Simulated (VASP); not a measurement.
# NaF (Fm-3m) in VASP: notebook

Runs on NaF. Level: PBE. Tasks: single point.

All numbers are computed with VASP 6.6.1; they aren't measurements. Logs are shortened: lines on timing, memory, paths and dates and some standing lists are left out, and cuts for length are marked.

### 1 The cell of the first run

Symmetry: Fm-3m, No. 225, cubic system. Conventional cell: a = 4.594 Å, b = 4.594 Å, c = 4.594 Å, α = 90.00°, β = 90.00°, γ = 90.00°. Na (site symmetry m-3m) has 6 F at 2.30 Å within 3.0 Å. F (site symmetry m-3m) has 6 Na at 2.30 Å within 3.0 Å.

### 2 Single point, PBE

Input file INCAR:

```
SYSTEM = NaF
PREC = Accurate
ENCUT = 520
EDIFF = 1E-6
ISMEAR = 0
SIGMA = 0.01
LREAL = .False.
LASPH = .True.
NELM = 80
ALGO = Normal
ISIF = 2
LWAVE = .False.
LCHARG = .False.
GGA = PE
NBANDS = 14
```

Input file KPOINTS:

```
regular mesh
0
Gamma
  6 6 6
  0 0 0
```

Input file POSCAR:

```
NaF
1.0
    0.0000000000      2.2972497876      2.2972497876
    2.2972497876      0.0000000000      2.2972497876
    2.2972497876      2.2972497876      0.0000000000
Na F
1 1
Direct
    0.0000000000      0.0000000000      0.0000000000
    0.5000000000      0.5000000000      0.5000000000
```

Potentials or basis: VASP PAW PBE potentials, release 64 (Na_pv, F).

Run with:

```sh
$ cat potpaw_PBE.64/Na_pv/POTCAR potpaw_PBE.64/F/POTCAR > POTCAR
$ mpirun -np 1 vasp_std > vasp.out
```

OUTCAR:

```text
SYSTEM = NaF
   PREC = Accurate
   ENCUT = 520
   EDIFF = 1E-6
   ISMEAR = 0
   LREAL = .False.
   LASPH = .True.
   NELM = 80
   ISIF = 2
   GGA = PE

 ion  position               nearest neighbor table
   1  0.000  0.000  0.000-   2 2.30   2 2.30   2 2.30   2 2.30   2 2.30   2 2.30
   2  0.500  0.500  0.500-   1 2.30   1 2.30   1 2.30   1 2.30   1 2.30   1 2.30

  LATTYP: Found a face centered cubic cell.
 ALAT       =     4.5944995752

  Lattice vectors:

 A1 = (   0.0000000000,   2.2972497876,   2.2972497876)
 A2 = (   2.2972497876,   0.0000000000,   2.2972497876)
 A3 = (   2.2972497876,   2.2972497876,   0.0000000000)

Analysis of symmetry for initial positions (statically):
=====================================================================
 Subroutine PRICEL returns:
 Original cell was already a primitive cell.

 Routine SETGRP: Setting up the symmetry group for a
 face centered cubic supercell.

 Subroutine GETGRP returns: Found 48 space group operations
 (whereof 48 operations were pure point group operations)
 out of a pool of 48 trial point group operations.

The static configuration has the point symmetry O_h .

Analysis of symmetry for dynamics (positions and initial velocities):
=====================================================================
 Subroutine PRICEL returns:
 Original cell was already a primitive cell.

 Routine SETGRP: Setting up the symmetry group for a
 face centered cubic supercell.

 Subroutine GETGRP returns: Found 48 space group operations
 (whereof 48 operations were pure point group operations)
 out of a pool of 48 trial point group operations.

The dynamic configuration has the point symmetry O_h .

 Subroutine INISYM returns: Found 48 space group operations
 (whereof 48 operations are pure point group operations),
 and found     1 'primitive' translations

----------------------------------------------------------------------------------------

                                     Primitive cell

  volume of cell :      24.2468

  direct lattice vectors                    reciprocal lattice vectors
     0.000000000  2.297249788  2.297249788    -0.217651560  0.217651560  0.217651560
     2.297249788  0.000000000  2.297249788     0.217651560 -0.217651560  0.217651560
     2.297249788  2.297249788  0.000000000     0.217651560  0.217651560 -0.217651560

  length of vectors
     3.248801806  3.248801806  3.248801806     0.376983560  0.376983560  0.376983560

  position of ions in fractional coordinates (direct lattice)
     0.000000000  0.000000000  0.000000000
     0.500000000  0.500000000  0.500000000

  ion indices of the primitive-cell ions
   primitive index   ion index
                 1           1
                 2           2

----------------------------------------------------------------------------------------

 KPOINTS: regular mesh

Automatic generation of k-mesh.
 Grid dimensions read from file:
 generate k-points for:    6    6    6

 Generating k-lattice:

  Cartesian coordinates                     Fractional coordinates (reciprocal lattice)
    -0.036275260  0.036275260  0.036275260     0.166666667  0.000000000  0.000000000
     0.036275260 -0.036275260  0.036275260     0.000000000  0.166666667  0.000000000
     0.036275260  0.036275260 -0.036275260     0.000000000  0.000000000  0.166666667

  Length of vectors
     0.062830593  0.062830593  0.062830593

  Shift w.r.t. Gamma in fractional coordinates (k-lattice)
     0.000000000  0.000000000  0.000000000

 Subroutine IBZKPT returns following result:
 ===========================================

 Found     16 irreducible k-points:

 Following reciprocal coordinates:
            Coordinates               Weight
  0.000000  0.000000  0.000000      1.000000
  0.166667  0.000000  0.000000      8.000000
  0.333333  0.000000  0.000000      8.000000
  0.500000  0.000000  0.000000      4.000000
  0.166667  0.166667  0.000000      6.000000
  0.333333  0.166667  0.000000     24.000000
[... 8 lines left out ...]
 -0.333333  0.333333  0.166667     24.000000
 -0.333333  0.500000  0.166667     12.000000
   k-points           NKPTS =     16   k-points in BZ     NKDIM =     16   number of bands    NBANDS=     14
   number of dos      NEDOS =    301   number of ions     NIONS =      2
   total plane-waves  NPLWV =  13824
   dimension x,y,z NGX =    24 NGY =   24 NGZ =   24
   dimension x,y,z NGXF=    48 NGYF=   48 NGZF=   48
   ions per type =               1   1
   NGX,Y,Z   is equivalent  to a cutoff of  12.28, 12.28, 12.28 a.u.
   NGXF,Y,Z  is equivalent  to a cutoff of  24.56, 24.56, 24.56 a.u.
 SYSTEM =  NaF
   PREC   = accura    normal or accurate (medium, high low for compatibility)
   ISTART =      0    job   : 0-new  1-cont  2-samecut
   ICHARG =      2    charge: 1-file 2-atom 10-const
   ISPIN  =      1    spin polarized calculation?
   LNONCOLLINEAR =      F non collinear calculations
   LSORBIT =      F    spin-orbit coupling
   LASPH  =      T    aspherical Exc in radial PAW
   ENCUT  =  520.0 eV  38.22 Ry    6.18 a.u.   6.04  6.04  6.04*2*pi/ulx,y,z
   NELM   =     80;   NELMIN=  2; NELMDL= -5     # of ELM steps
   EDIFF  = 0.1E-05   stopping-criterion for ELM
   LREAL  =      F    real-space projection
   EDIFFG = 0.1E-04   stopping-criterion for IOM
   NSW    =      0    number of steps for IOM
   IBRION =     -1    ionic relax: 0-MD 1-quasi-New 2-CG
   NFREE  =      0    steps in history (QN), initial steepest desc. (CG)
   ISIF   =      2    stress and relaxation
   ISYM   =      2    0-nonsym 1-usesym 2-fastsym
   POTIM  = 0.5000    time-step for ionic-motion
   TEBEG  =    0.0;   TEEND  =   0.0 temperature during run
   PSTRESS=    0.0 pullay stress
   NELECT =      14.0000    total number of electrons
   NUPDOWN=      -1.0000    fix difference up-down
   EMIN   =  10.00;   EMAX   =-10.00  energy-range for DOS
   EFERMI =   0.00;   METHOD = LEGACY
   ISMEAR =     0;   SIGMA  =   0.01  broadening in eV -4-tet -1-fermi 0-gaus
   EFERMI_NEDOS =   21; number of points for ismear=-14 and -15
   IALGO  =     38    algorithm
   IMIX   =      4    mixing-type and parameters
     AMIX     =   0.40;   BMIX     =  1.00
     AMIX_MAG =   1.60;   BMIX_MAG =  1.00
  volume/ion in A,a.u.               =      12.12        81.81
  Fermi-wavevector in a.u.,A,eV,Ry     =   1.363220  2.576112 25.284643  1.858369
  Thomas-Fermi vector in A             =   2.489642
   LORBIT       =      0    0 simple, 1 ext, 2 COOP (PROOUT), +10 PAW based schemes
   GGA     = PE    functional components
   LHFCALC =     F    Hartree Fock is set to
   AEXX    =    0.0000 exact exchange contribution
   IVDW    =     0    specifies the selected vdW correction
   LEPSILON=     F    determine dielectric tensor
   LRPA    =     F    only Hartree local field effects (RPA)
 non-spin polarized calculation
 Gauss-broadening in eV      SIGMA  =   0.01
  energy-cutoff  :      520.00
  volume of cell :       24.25
 maximum number of plane-waves:       660
   NGX = 13   NGY = 13   NGZ = 13

 number of electron      13.9999992 magnetization

 Free energy of the ion-electron system (eV)
  ---------------------------------------------------
  ext. energy  EPLUGINS =         0.00000000
  ---------------------------------------------------
  free energy    TOTEN  =        -8.54962122 eV

  energy without entropy =       -8.54962122  energy(sigma->0) =       -8.54962122

 E-fermi :  -1.8054     XC(G=0):  -9.2785

 val. band max:       -1.9701092064   @ k =   0.0000   0.0000   0.0000
 cond. band min:       4.4699498320   @ k =   0.0000   0.0000   0.0000
 fundamental gap:      6.4400590383
 Fermi energy:        -1.8054356955

 k-point     1 :       0.0000    0.0000    0.0000
  band No.  band energies     occupation
      1     -21.1878      2.00000
      2     -20.8410      2.00000
      3     -20.8410      2.00000
      4     -20.8410      2.00000
      5      -1.9701      2.00000
      6      -1.9701      2.00000
      7      -1.9701      2.00000
      8       4.4699      0.00000
      9      17.1904      0.00000
     10      17.1904      0.00000
     11      17.1904      0.00000
     12      20.1054      0.00000
     13      22.3123      0.00000
     14      22.3123      0.00000

 k-point     2 :       0.1667    0.0000    0.0000
  band No.  band energies     occupation
      1     -21.4489      2.00000
      2     -20.8443      2.00000
      3     -20.8443      2.00000
      4     -20.5431      2.00000
      5      -2.4717      2.00000
      6      -2.0384      2.00000
      7      -2.0384      2.00000
      8       5.4134      0.00000
      9      14.7019      0.00000
     10      17.6126      0.00000
     11      17.6126      0.00000
     12      21.4916      0.00000
     13      21.4916      0.00000
     14      22.6210      0.00000

 k-point     3 :       0.3333    0.0000    0.0000
  band No.  band energies     occupation
      1     -21.7068      2.00000
      2     -20.8508      2.00000
      3     -20.8508      2.00000
      4     -20.2097      2.00000
      5      -3.2732      2.00000
      6      -2.1720      2.00000
      7      -2.1720      2.00000
      8       7.4216      0.00000
      9      12.2004      0.00000
     10      18.2871      0.00000
     11      18.2871      0.00000
     12      21.0163      0.00000
     13      21.0163      0.00000
     14      22.4706      0.00000
[... 188 lines left out ...]
 k-point    15 :      -0.3333    0.3333    0.1667
  band No.  band energies     occupation
      1     -21.5207      2.00000
      2     -20.9233      2.00000
      3     -20.8975      2.00000
      4     -20.3086      2.00000
      5      -3.1406      2.00000
      6      -2.7220      2.00000
      7      -2.3990      2.00000
      8      10.6086      0.00000
      9      11.1341      0.00000
     10      14.4610      0.00000
     11      16.3372      0.00000
     12      20.9826      0.00000
     13      21.6940      0.00000
     14      26.3493      0.00000

 k-point    16 :      -0.3333    0.5000    0.1667
  band No.  band energies     occupation
      1     -21.3187      2.00000
      2     -20.9700      2.00000
      3     -20.9224      2.00000
      4     -20.4700      2.00000
      5      -3.0834      2.00000
      6      -2.6383      2.00000
      7      -2.5206      2.00000
      8      11.4113      0.00000
      9      11.4267      0.00000
     10      12.8915      0.00000
     11      16.0626      0.00000
     12      19.8170      0.00000
     13      24.4118      0.00000
     14      24.4791      0.00000

------------------------ aborting loop because EDIFF is reached ----------------------------------------

  FORCE on cell =-STRESS in cart. coord.  units (eV):
  Direction    XX          YY          ZZ          XY          YZ          ZX
  --------------------------------------------------------------------------------------
  -------------------------------------------------------------------------------------
  Total        0.5289621      0.5289621      0.5289621      0.0000000      0.0000000      0.0000000
  in kB       34.9526797     34.9526797     34.9526797      0.0000000      0.0000000      0.0000000
  external PRESSURE =      34.9526797 kB  Pullay stress =       0.0000000 kB

 VOLUME and BASIS-vectors are now :
 -----------------------------------------------------------------------------
  energy-cutoff  :      520.00
  volume of cell :       24.25
      direct lattice vectors                 reciprocal lattice vectors
     0.000000000  2.297249788  2.297249788    -0.217651560  0.217651560  0.217651560
     2.297249788  0.000000000  2.297249788     0.217651560 -0.217651560  0.217651560
     2.297249788  2.297249788  0.000000000     0.217651560  0.217651560 -0.217651560

 POSITION                                       TOTAL-FORCE (eV/Angst)
 -----------------------------------------------------------------------------------
      0.00000      0.00000      0.00000        -0.000000      0.000000      0.000000
      2.29725      2.29725      2.29725         0.000000      0.000000      0.000000
 -----------------------------------------------------------------------------------
    total drift:                                0.000000     -0.000000      0.000000

  FREE ENERGIE OF THE ION-ELECTRON SYSTEM (eV)
  ---------------------------------------------------
  free  energy   TOTEN  =        -8.5496212167 eV

  energy  without entropy=       -8.5496212167  energy(sigma->0) =       -8.54962122
```

Wall time 3.6 s (1 thread of Intel Xeon 6975P-C (Granite Rapids), shared host); peak memory 0.12 GiB.

Results:

| Item | Value |
| --- | --- |
| Free energy | -8.5496 eV |
| Pressure | 3.5 GPa |
| Band gap on the k mesh | 6.44 eV, direct |

Levels at points of the mesh, in eV from the valence-band top:
```csv
k point,band 3,band 4,band 5,band 6,band 7,band 8,band 9,band 10,band 11,band 12
"(0.00, 0.00, 0.00)",-18.87,-18.87,0.00,0.00,0.00,6.44,19.16,19.16,19.16,22.08
"(0.50, 0.00, 0.00)",-18.88,-18.11,-1.64,-0.27,-0.27,10.94,12.69,20.39,20.39,23.23
"(0.50, 0.50, 0.00)",-18.93,-18.93,-1.31,-0.42,-0.42,13.37,13.39,13.86,20.11,20.11
```

### 3 Single point, PBE

Input file INCAR:

```
SYSTEM = NaF
  PREC = Accurate
  ENCUT = 520
  EDIFF = 1E-6
  ISMEAR = -1
  SIGMA = 0.02
  LREAL = .FALSE.
  LASPH = .TRUE.
  NELM = 80
  ALGO = Normal
  ISIF = 2
  LWAVE = .FALSE.
  LCHARG = .FALSE.
  GGA = PE
  NBANDS = 14
```

Input file KPOINTS:

```
Automatic mesh
0
G
  10 10 10
  0 0 0
```

POSCAR is that of step 2.

Potentials or basis: VASP PAW PBE potentials, release 64 (Na_pv, F).

Run with:

```sh
$ cat potpaw_PBE.64/Na_pv/POTCAR potpaw_PBE.64/F/POTCAR > POTCAR
$ mpirun -np 1 vasp_std > vasp.out
```

It took 8.4 s on 1 thread of Intel Xeon 6975P-C (Granite Rapids), shared host; peak memory 0.13 GiB.

Results (log left out):

| Property | Result |
| --- | --- |
| Free energy | -8.5496 eV |
| Pressure | 3.5 GPa |
| Band gap on the k mesh | 6.44 eV, direct |

Levels at points of the mesh, in eV from the valence-band top:
```
           k point  band 3  band 4  band 5  band 6  band 7  band 8  band 9  band 10  band 11  band 12
(0.00, 0.00, 0.00)  -18.87  -18.87    0.00    0.00    0.00    6.44   19.16    19.16    19.16    22.08
(0.50, 0.00, 0.00)  -18.88  -18.11   -1.64   -0.27   -0.27   10.94   12.69    20.39    20.39    23.23
(0.50, 0.50, 0.00)  -18.93  -18.93   -1.31   -0.42   -0.42   13.37   13.39    13.86    20.11    20.11
```

A k mesh can miss the band edges. Expect the measured gap to be larger: semilocal functionals such as PBE lack the derivative discontinuity.

### 4 Single point, PBE

This run uses another cell than the first one, of 12.98 Å³/atom, 1.071 times its volume.

Input file INCAR:

```
SYSTEM = NaF
  ALGO = Normal
  EDIFF = 1E-6
  ENCUT = 520
  GGA = PE
  ISIF = 2
  ISMEAR = -1
  LASPH = .TRUE.
  LCHARG = .FALSE.
  LREAL = .FALSE.
  LWAVE = .FALSE.
  NBANDS = 14
  NELM = 80
  PREC = Accurate
  SIGMA = 0.02
```

Input file KPOINTS:

```
k-points
0
G
  10 10 10
  0 0 0
```

Input file POSCAR:

```
NaF
1.0
    0.0000000000      2.3502977262      2.3502977262
    2.3502977262      0.0000000000      2.3502977262
    2.3502977262      2.3502977262      0.0000000000
Na F
1 1
Direct
    0.0000000000      0.0000000000      0.0000000000
    0.5000000000      0.5000000000      0.5000000000
```

Run with:

```sh
$ cat potpaw_PBE.64/Na_pv/POTCAR potpaw_PBE.64/F/POTCAR > POTCAR
$ mpirun -np 1 vasp_std > vasp.out
```

It took 15 s on 1 thread of Intel Xeon 6975P-C (Granite Rapids), shared host; peak memory 0.15 GiB.

The run converged. Its results:

```
Free energy            : -8.5694 eV
Pressure               : -0.1 GPa
Band gap on the k mesh : 6.07 eV, direct
```

Levels at points of the mesh, in eV from the valence-band top:
```csv
k point,band 3,band 4,band 5,band 6,band 7,band 8,band 9,band 10,band 11,band 12
"(0.00, 0.00, 0.00)",-19.08,-19.08,0.00,0.00,0.00,6.07,18.67,18.67,18.67,21.44
"(0.50, 0.00, 0.00)",-19.09,-18.28,-1.50,-0.23,-0.23,10.52,12.10,19.65,19.65,22.41
"(0.50, 0.50, 0.00)",-19.12,-18.88,-1.21,-0.38,-0.38,12.80,13.15,13.18,19.22,19.22
```

A k mesh can miss the band edges. As with any semilocal functional, this PBE gap is likely too small.

### 5 Summary

```tsv
cell	k mesh	smearing	gap on the mesh (eV)	pressure (GPa)
a = 3.249 Å, angles 60.0°, 2 atoms	6 × 6 × 6	gaussian 0.01 eV	6.44	3.5
a = 3.249 Å, angles 60.0°, 2 atoms	10 × 10 × 10	fermi-dirac 0.02 eV	6.44	3.5
a = 3.324 Å, angles 60.0°, 2 atoms	10 × 10 × 10	fermi-dirac 0.02 eV	6.07	-0.1
```

Alike in all rows: task single point; level PBE; potentials or basis VASP PAW PBE potentials, release 64 (Na_pv, F); no spin polarisation; cutoff (eV) 520.

Total energies depend on the potentials used, so only differences within one code and one set of settings carry meaning.
